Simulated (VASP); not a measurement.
# MnS (P6_3mc) in VASP: further runs, part 2 of 2

VASP 6.6.1. The steps go on from the part before.

**3. Single point, PBE, collinear spin, ferromagnetic start**

INCAR

```
PREC = Accurate
ENCUT = 520
EDIFF = 1E-6
ISMEAR = 0
SIGMA = 0.1
LREAL = False
LASPH = True
NELM = 150
ALGO = Normal
ISIF = 2
LWAVE = False
LCHARG = False
ISPIN = 2
MAGMOM = 4.5 4.5 0 0
LORBIT = 11
LMAXMIX = 4
GGA = PE
NBANDS = 31
```

KPOINTS

```
Automatic mesh
0
Gamma
  6 6 4
```

POSCAR

```
MnS
1.0
    3.9760013000      0.0000000000      0.0000000000
   -1.9880006500      3.4433181300      0.0000000000
    0.0000000000      0.0000000000      6.4320000000
Mn S
2 2
Direct
    0.3333333300      0.6666666700      0.0000000000
    0.6666666700      0.3333333300      0.5000000000
    0.3333333300      0.6666666700      0.3850000000
    0.6666666700      0.3333333300      0.8850000000
```

Potentials or basis: VASP PAW PBE potentials, release 64 (Mn_pv, S).

On the command line:

```sh
> cat potpaw_PBE.64/Mn_pv/POTCAR potpaw_PBE.64/S/POTCAR > POTCAR
> mpirun -np 1 vasp_std > vasp.out
```

OUTCAR:

```text
PREC = Accurate
   ENCUT = 520
   EDIFF = 1E-6
   ISMEAR = 0
   LREAL = False
   LASPH = True
   NELM = 150
   ISIF = 2
   ISPIN = 2
   LORBIT = 11
   GGA = PE

 ion  position               nearest neighbor table
   1  0.333  0.667  0.000-   4 2.41   4 2.41   4 2.41   3 2.48
   2  0.667  0.333  0.500-   3 2.41   3 2.41   3 2.41   4 2.48
   3  0.333  0.667  0.385-   2 2.41   2 2.41   2 2.41   1 2.48
   4  0.667  0.333  0.885-   1 2.41   1 2.41   1 2.41   2 2.48

  LATTYP: Found a hexagonal cell.
 ALAT       =     3.9760013000
 C/A-ratio  =     1.6177057085

  Lattice vectors:

 A1 = (   3.9760013000,   0.0000000000,   0.0000000000)
 A2 = (  -1.9880006500,   3.4433181300,   0.0000000000)
 A3 = (   0.0000000000,   0.0000000000,   6.4320000000)

Analysis of symmetry for initial positions (statically):
=====================================================================
 Subroutine PRICEL returns:
 Original cell was already a primitive cell.

 Routine SETGRP: Setting up the symmetry group for a
 hexagonal supercell.

 Subroutine GETGRP returns: Found 12 space group operations
 (whereof  6 operations were pure point group operations)
 out of a pool of 24 trial point group operations.

The static configuration has the point symmetry C_3v.
 The point group associated with its full space group is C_6v.

Analysis of symmetry for dynamics (positions and initial velocities):
=====================================================================
 Subroutine PRICEL returns:
 Original cell was already a primitive cell.

 Routine SETGRP: Setting up the symmetry group for a
 hexagonal supercell.

 Subroutine GETGRP returns: Found 12 space group operations
 (whereof  6 operations were pure point group operations)
 out of a pool of 24 trial point group operations.

The dynamic configuration has the point symmetry C_3v.
 The point group associated with its full space group is C_6v.

Analysis of structural, dynamic, and magnetic symmetry:
=====================================================================
 Subroutine PRICEL returns:
 Original cell was already a primitive cell.

 Routine SETGRP: Setting up the symmetry group for a
 hexagonal supercell.

 Subroutine GETGRP returns: Found 12 space group operations
 (whereof  6 operations were pure point group operations)
 out of a pool of 24 trial point group operations.

The overall configuration has the point symmetry C_3v.
 The point group associated with its full space group is C_6v.

 Subroutine INISYM returns: Found 12 space group operations
 (whereof  6 operations are pure point group operations),
 and found     1 'primitive' translations

----------------------------------------------------------------------------------------

                                     Primitive cell

  volume of cell :      88.0582

  direct lattice vectors                    reciprocal lattice vectors
     3.976001300  0.000000000  0.000000000     0.251508972  0.145208773  0.000000000
    -1.988000650  3.443318130  0.000000000     0.000000000  0.290417546  0.000000000
     0.000000000  0.000000000  6.432000000     0.000000000  0.000000000  0.155472637

  length of vectors
[... 80 lines left out ...]
   ENCUT  =  520.0 eV  38.22 Ry    6.18 a.u.   7.39  7.39 11.96*2*pi/ulx,y,z
   NELM   =    150;   NELMIN=  2; NELMDL= -5     # of ELM steps
   EDIFF  = 0.1E-05   stopping-criterion for ELM
   LREAL  =      F    real-space projection
   EDIFFG = 0.1E-04   stopping-criterion for IOM
   NSW    =      0    number of steps for IOM
   IBRION =     -1    ionic relax: 0-MD 1-quasi-New 2-CG
   NFREE  =      0    steps in history (QN), initial steepest desc. (CG)
   ISIF   =      2    stress and relaxation
   ISYM   =      2    0-nonsym 1-usesym 2-fastsym
   POTIM  = 0.5000    time-step for ionic-motion
   TEBEG  =    0.0;   TEEND  =   0.0 temperature during run
   PSTRESS=    0.0 pullay stress
   NELECT =      38.0000    total number of electrons
   NUPDOWN=      -1.0000    fix difference up-down
   EMIN   =  10.00;   EMAX   =-10.00  energy-range for DOS
   EFERMI =   0.00;   METHOD = LEGACY
   ISMEAR =     0;   SIGMA  =   0.10  broadening in eV -4-tet -1-fermi 0-gaus
   EFERMI_NEDOS =   21; number of points for ismear=-14 and -15
   IALGO  =     38    algorithm
   IMIX   =      4    mixing-type and parameters
     AMIX     =   0.40;   BMIX     =  1.00
     AMIX_MAG =   1.60;   BMIX_MAG =  1.00
  volume/ion in A,a.u.               =      22.01       148.56
  Fermi-wavevector in a.u.,A,eV,Ry     =   1.237123  2.337823 20.823345  1.530473
  Thomas-Fermi vector in A             =   2.371703
   LORBIT       =     11    0 simple, 1 ext, 2 COOP (PROOUT), +10 PAW based schemes
   GGA     = PE    functional components
   LHFCALC =     F    Hartree Fock is set to
   AEXX    =    0.0000 exact exchange contribution
   IVDW    =     0    specifies the selected vdW correction
   LEPSILON=     F    determine dielectric tensor
   LRPA    =     F    only Hartree local field effects (RPA)
 spin polarized calculation
 Gauss-broadening in eV      SIGMA  =   0.10
  energy-cutoff  :      520.00
  volume of cell :       88.06
 maximum number of plane-waves:      2412
 NGX is ok and might be reduce to    30
   NGX = 15   NGY = 15   NGZ = 23

 number of electron      37.9999996 magnetization      10.0001492

 number of electron      37.9999996 magnetization       9.9223992

 Free energy of the ion-electron system (eV)
  ---------------------------------------------------
  ext. energy  EPLUGINS =         0.00000000
  ---------------------------------------------------
  free energy    TOTEN  =       -28.18156229 eV

  energy without entropy =      -28.17666052  energy(sigma->0) =      -28.17911141

 E-fermi :   4.5714     XC(G=0):  -9.2864

 val. band max:        4.5122745979   @ k =   0.0000   0.0000   0.0000
 cond. band min:       4.5798167822   @ k =   0.3333   0.0000   0.0000
 fundamental gap:      0.0675421844
 Fermi energy:         4.5713857832

 spin component 1

 k-point     1 :       0.0000    0.0000    0.0000
  band No.  band energies     occupation
      1     -46.2752      1.00000
      2     -46.2720      1.00000
      3     -46.2675      1.00000
      4     -46.2675      1.00000
      5     -46.2669      1.00000
      6     -46.2669      1.00000
[... 703 lines left out ...]
     30      10.7934      0.00000
     31      13.0283      0.00000
 Fermi energy:         4.5713857832

 spin component 2

 k-point     1 :       0.0000    0.0000    0.0000
  band No.  band energies     occupation
      1     -41.6589      1.00000
      2     -41.6589      1.00000
      3     -41.6582      1.00000
      4     -41.6582      1.00000
      5     -41.6564      1.00000
      6     -41.6518      1.00000
[... 703 lines left out ...]
     30      11.9406      0.00000
     31      13.7857      0.00000

------------------------ aborting loop because EDIFF is reached ----------------------------------------

  FORCE on cell =-STRESS in cart. coord.  units (eV):
  Direction    XX          YY          ZZ          XY          YZ          ZX
  --------------------------------------------------------------------------------------
  -------------------------------------------------------------------------------------
  Total        1.0387004      1.0387004      0.0360895      0.0000000      0.0000000      0.0000000
  in kB       18.8986679     18.8986679      0.6566322      0.0000000      0.0000000      0.0000000
  external PRESSURE =      12.8179893 kB  Pullay stress =       0.0000000 kB

 VOLUME and BASIS-vectors are now :
 -----------------------------------------------------------------------------
  energy-cutoff  :      520.00
  volume of cell :       88.06
      direct lattice vectors                 reciprocal lattice vectors
     3.976001300  0.000000000  0.000000000     0.251508972  0.145208773  0.000000000
    -1.988000650  3.443318130  0.000000000     0.000000000  0.290417546  0.000000000
     0.000000000  0.000000000  6.432000000     0.000000000  0.000000000  0.155472637

 POSITION                                       TOTAL-FORCE (eV/Angst)
 -----------------------------------------------------------------------------------
     -0.00000      2.29555      0.00000        -0.000000     -0.000000      0.185003
      1.98800      1.14777      3.21600         0.000000      0.000000      0.185003
     -0.00000      2.29555      2.47632         0.000000      0.000000     -0.185003
      1.98800      1.14777      5.69232         0.000000      0.000000     -0.185003
 -----------------------------------------------------------------------------------
    total drift:                               -0.000020      0.000011      0.000258

  FREE ENERGIE OF THE ION-ELECTRON SYSTEM (eV)
  ---------------------------------------------------
  free  energy   TOTEN  =       -28.1815622919 eV

  energy  without entropy=      -28.1766605206  energy(sigma->0) =      -28.17911141

 total charge

# of ion       s       p       d       tot
------------------------------------------
    1        0.260   6.210   4.902  11.371
    2        0.260   6.210   4.902  11.371
    3        1.314   2.453   0.000   3.767
    4        1.314   2.453   0.000   3.767
--------------------------------------------------
tot          3.147  17.326   9.803  30.277

 magnetization (x)

# of ion       s       p       d       tot
------------------------------------------
    1        0.049   0.067   4.235   4.350
    2        0.049   0.067   4.235   4.350
    3        0.012   0.085   0.000   0.097
    4        0.012   0.085   0.000   0.097
--------------------------------------------------
tot          0.122   0.303   8.469   8.894
```

stdout:

```text
POSCAR found type information on POSCAR MnS
 POSCAR found :  2 types and       4 ions
 scaLAPACK will be used
 LDA part: xc-table for (Slater+PW92), standard interpolation
 POSCAR, INCAR and KPOINTS ok, starting setup
 FFT: planning ... GRIDC
 FFT: planning ... GRID_SOFT
 FFT: planning ... GRID
 WAVECAR not read
 entering main loop
```

Run time: 1.7 min. Hardware: 1 thread of Intel Xeon Platinum 8259CL at 2.50GHz (Skylake/Cascade Lake), shared host; peak memory 0.27 GiB.

Results:

```yaml
Free_energy: -28.1816 eV
Pressure: 1.3 GPa
Largest_force: 0.185 eV/Å
Net_moment: 9.92 μB per cell
Site_moments: Mn +4.35; S +0.10 μB
Valence_electrons_inside_the_program's_atomic_spheres: Mn 11.37; S 3.77
```

Forces in eV/Å, atoms in the order of the input:
```
Mn   0.000  0.000  0.185
Mn   0.000  0.000  0.185
S    0.000  0.000 -0.185
S    0.000  0.000 -0.185
```

Caveat: semilocal functionals often make such compounds metallic where correlation or magnetic order opens a gap, which also shifts bond lengths; only a ferromagnetic start was run, and an antiferromagnetic order may lie lower in energy.
